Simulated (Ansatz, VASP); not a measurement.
# Nb in VASP and in Ansatz

```xyz
4
Lattice="2.8844 0.0000 0.0000 -1.4422 2.4980 0.0000 0.0000 0.0000 10.5583" Properties=species:S:1:pos:R:3 pbc="T T T"
Nb   -1.4422    2.4980   10.5583
Nb   -1.4422    2.4980    5.2791
Nb    0.0000    1.6653    2.6396
Nb    1.4422    0.8327    7.9187
```

Alike in both runs: functional RPBE; k mesh 12 × 12 × 4; occupations fermi-dirac, width 0.1 eV; no spin polarisation.

Ansatz relaxed the structure, and its values are those at the end. VASP's run is a single point on that final structure, the one shown.

|  | VASP | Ansatz |
| --- | --- | --- |
| version | VASP 6.6.1 | Ansatz 0.2.0 |
| potentials or method | VASP PAW PBE potentials, release 64 (Nb_sv), cutoff 520 eV | plane waves (420 eV) with PAW, scalar-relativistic |
| valence electrons in the cell | 52 | 52 |

```tsv
	VASP	Ansatz	Ansatz less VASP
pressure (GPa)	-0.3	0.0	+0.32
```

VASP's potentials were made for PBE, not for RPBE. The functional is the same, so the differences come from potentials, cutoffs and numerics.
